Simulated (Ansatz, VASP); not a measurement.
**Co: VASP beside Ansatz**

```
CELL_PARAMETERS angstrom
2.51900 0.00000 0.00000
-1.25950 2.18152 0.00000
0.00000 0.00000 4.09100
ATOMIC_POSITIONS crystal
Co 0.33333 0.66667 0.25000
Co 0.66667 0.33333 0.75000
```

Alike in both runs: task electric field gradients; functional PBEsol; k mesh 19 × 19 × 10; occupations fermi-dirac, width 0.05 eV; collinear spin.

|  | VASP | Ansatz |
| --- | --- | --- |
| version | VASP 6.6.1 | Ansatz 0.2.0 |
| potentials or method | VASP PAW PBE potentials, release 64 (Co) | PAW with Ansatz's default frozen-core files, scalar-relativistic |
| plane-wave cutoff (eV) | 520 | 420 |
| valence electrons in the cell | 18 | 34 |

|  | VASP | Ansatz | Ansatz less VASP |
| --- | --- | --- | --- |
| pressure (GPa) | -16.6 | -16.1 | +0.49 |
| traceless stress, the component that is largest in VASP (GPa) | -0.99 | -0.88 | +0.105 |
| net moment per atom (μB) | 1.63 | 1.64 | +0.010 |
| size of the moment on the site where the two differ most (μB) | 1.66 | 1.72 | +0.060 |
| size of Vzz on the site where it differs most (V/Å²) | 2.0 | 1.9 | -0.07 |

VASP's potentials were made for PBE, not for PBEsol. Site moments also hang on the region over which each program counts them. With one functional, cell and mesh, what is left measures potentials, basis and numerics. VASP's potentials hold 18 valence electrons a cell and Ansatz's 34, so a difference there can come from the potentials and not from the codes.
